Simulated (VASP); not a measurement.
Set up this calculation in VASP 6.6.1, as the native input.

```
Task                               : single point
Functional                         : PBE0
Potentials or basis                : VASP PAW PBE potentials, release 64 (Sb_d_GW)
Cutoff                             : 400 eV
k mesh                             : 6 × 6 × 6
Occupations                        : fermi-dirac, width 0.05 eV
Spin                               : no spin polarisation
Dipole correction                  : no
Grid for exact exchange (PRECFOCK) : Normal
Further INCAR settings             : ALGO = Normal; EDIFF = 1e-06; NBANDS = 14
Share of exact exchange            : 0.25
```

Crystal: Sb.

```
CELL_PARAMETERS angstrom
-1.55523 1.55523 2.67529
1.55523 -1.55523 2.67529
1.55523 1.55523 -2.67529
ATOMIC_POSITIONS crystal
Sb 0.00000 0.00000 0.00000
```

The input as run:

POSCAR

```
Sb
1.0
   -1.5552329741      1.5552329741      2.6752861216
    1.5552329741     -1.5552329741      2.6752861216
    1.5552329741      1.5552329741     -2.6752861216
Sb
1
Direct
    0.0000000000      0.0000000000      0.0000000000
```

INCAR.step1

```
SYSTEM = Sb
PREC = Accurate ; ENCUT = 400
EDIFF = 1E-5 ; ISMEAR = -1
SIGMA = 0.05 ; LREAL = .False.
LASPH = .True. ; NELM = 120
ALGO = Normal ; ISIF = 2
LWAVE = .True. ; LCHARG = .False.
GGA = PE ; NBANDS = 14
GGA_COMPAT = .False.
```

INCAR.step2

```
SYSTEM = Sb
PREC = Accurate ; ENCUT = 400
EDIFF = 1E-6 ; ISMEAR = -1
SIGMA = 0.05 ; LREAL = .False.
LASPH = .True. ; NELM = 120
ALGO = Normal ; ISIF = 2
LWAVE = .False. ; LCHARG = .False.
GGA = PE ; LHFCALC = .True.
AEXX = 0.25 ; PRECFOCK = Normal
ISTART = 1 ; NBANDS = 14
GGA_COMPAT = .False.
```

KPOINTS

```
Automatic mesh
0
Gamma
  6 6 6
  0 0 0
```

Potentials or basis: VASP PAW PBE potentials, release 64 (Sb_d_GW).

The run is started by

```bash
$ cat potpaw_PBE.64/Sb_d_GW/POTCAR > POTCAR
$ cp INCAR.step1 INCAR
$ mpirun -np 1 vasp_std > vasp.out
$ cp INCAR.step2 INCAR
$ mpirun -np 1 vasp_std > vasp.out
```

Results of the run:

```
Pressure               : 1.8 GPa
Band gap on the k mesh : zero (an odd number of electrons rules out a gap without spin polarisation)
```

Caveat: the k points lie up to 0.39 Å⁻¹ apart, too coarse for converged energies and pressures of a metal; the PAW data sets were made with another functional, which shifts forces and pressure a little; spin-orbit coupling is left out, which moves the levels of the heavy elements; an odd number of electrons without spin polarisation forces a metal; a magnetic or distorted state may lie lower.

Wall time 19 min on 1 thread of Intel(R) Xeon(R) Platinum 8559C (Emerald Rapids) (shared host), peak memory 0.15 GiB.
